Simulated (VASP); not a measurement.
Runs of VASP 6.6.1 on I. It takes space group C2/m (No. 12, monoclinic). The conventional cell has a = 5.077 Å, b = 7.413 Å, c = 2.880 Å, α = 90.00°, β = 124.24°, γ = 90.00°. Within 3.8 Å of I (site symmetry 2/m) lie 2 I at 2.88 Å. 

```csv
task,level,spin,cell,k mesh,cutoff (eV),gap on the mesh (eV),pressure (GPa),relaxed volume (Å³/atom)
relaxation of cell and atoms,PBE,"non-collinear, zero start, SOC",relaxed,5 × 5 × 8,600,-,0.0,52.34
single point,PBEsol+D3(BJ),off,as given,7 × 7 × 11,520,none,(a),-
relaxation of cell and atoms,PBEsol,off,relaxed to 5 GPa,7 × 7 × 11,600,none,5.0,-
relaxation of cell and atoms,PBEsol,off,relaxed to 2 GPa,7 × 7 × 11,600,none,2.0,-
relaxation of cell and atoms,PBEsol,off,relaxed to 10 GPa,7 × 7 × 11,600,none,10.0,-
relaxation of cell and atoms,PBEsol,off,relaxed to 20 GPa,7 × 7 × 11,600,none,20.0,-
relaxation of cell and atoms,PBEsol+D4,off,relaxed,7 × 7 × 11,600,none,0.0,35.30
relaxation of cell and atoms,PBEsol,off,relaxed,7 × 7 × 11,600,none,0.0,37.75
```

Alike in all rows: potentials or basis VASP PAW PBE potentials, release 64 (I); smearing fermi-dirac 0.05 eV.

**Question.** Fill in the values left out.

**Answer.** (a) -1.4.

Caveats: the volume moved by over 15 % at a fixed basis, so the end points are rough (at least some runs); the PAW data sets were made with another functional, which shifts forces and pressure a little (at least some runs); spin-orbit coupling is left out, which moves the levels of the heavy elements (at least some runs); an odd number of electrons without spin polarisation forces a metal (at least some runs); a magnetic or distorted state may lie lower (at least some runs); the cell is relaxed towards a set pressure, so the run minimises the enthalpy, not the energy (at least some runs); three body term missing (at least some runs).

A k mesh can miss the band edges, and rows without SOC leave out spin-orbit coupling on I.

A gap of «none» marks levels without a gap at the run's occupations.
